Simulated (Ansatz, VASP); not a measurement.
# Two plane-wave programs on SnO

Contents of INCAR:

```
ALGO = Normal
DIPOL = 0.5 0.5 0.401
EDIFF = 1E-7
ENCUT = 520
GGA = PE
IDIPOL = 3
ISIF = 2
ISMEAR = 0
IVDW = 12
LASPH = T
LCHARG = F
LDIPOL = T
LREAL = F
LWAVE = F
NBANDS = 50
NELM = 100
PREC = Accurate
SIGMA = 0.05
```

The input KPOINTS:

```
k-points
0
Gamma
  7 7 1
```

File POSCAR:

```
SnO
1.0
    3.8206509079      0.0000053603      0.0000000000
   -0.0000052472      3.8206509079      0.0000000000
    0.0000000000      0.0000000000     22.2280089981
Sn O
4 4
Direct
    0.9998502662      0.9998502662      0.2024472817
    0.4998491692      0.4998491692      0.3087997895
    0.6248491692      0.9998491692      0.4932517573
    1.1248502662      1.4998502662      0.5996042650
    0.9998512723      0.4998508145      0.2556235141
    0.4998508145      0.9998512723      0.2556235141
    0.6248481630      1.4998486208      0.5464279896
    1.1248486208      0.9998481630      0.5464279896
```

Input for Ansatz:

```yaml
crystal:
  lattice:
    - [3.8206509079, 5.3603e-06, 0.0]
    - [-5.2472e-06, 3.8206509079, 0.0]
    - [0.0, 0.0, 22.2280089981]
  atoms:
    - { symbol: Sn, position: [0.9998502662, 0.9998502662, 0.2024472817] }
    - { symbol: O, position: [0.9998512723, 0.4998508145, 0.2556235141] }
    - { symbol: O, position: [0.4998508145, 0.9998512723, 0.2556235141] }
    - { symbol: Sn, position: [0.4998491692, 0.4998491692, 0.3087997895] }
    - { symbol: Sn, position: [0.6248491692, 0.9998491692, 0.4932517573] }
    - { symbol: O, position: [0.624848163, 1.4998486208, 0.5464279896] }
    - { symbol: O, position: [1.1248486208, 0.999848163, 0.5464279896] }
    - { symbol: Sn, position: [1.1248502662, 1.4998502662, 0.599604265] }
basis:
  ecutwfc: 420
kpoints:
  mp_grid: { grid: [7, 7, 1] }
hamiltonian:
  xc: pbe
  dispersion: d3bj
scf:
  occupations: { method: gaussian, width: 0.05 }
output:
  forces: true
  eigenvalues: true
efield:
  axis: 3
  dipole_correction: true
  ramp_width: 0.04
```

Alike in both runs: task single point; functional PBE; dispersion D3(BJ); k mesh 7 × 7 × 1; occupations gaussian, width 0.05 eV; no spin polarisation.

```csv
,VASP,Ansatz
version,VASP 6.6.1,Ansatz 0.2.0
potentials or method,"VASP PAW PBE potentials, release 64 (Sn_d, O), cutoff 520 eV","scalar-relativistic, plane waves, PAW"
valence electrons in the cell,80,80
```

|  | VASP | Ansatz | Ansatz less VASP |
| --- | --- | --- | --- |
| gap on the k mesh at the Fermi level (eV) | 2.45 | 2.46 | +0.007 |
| least direct gap on the mesh (eV) | 2.55 | 2.59 | +0.040 |
| rms of the force components (eV/Å) | 0.043 | 0.016 | -0.0276 |

Ansatz's warnings: structure snapped to symmetry.
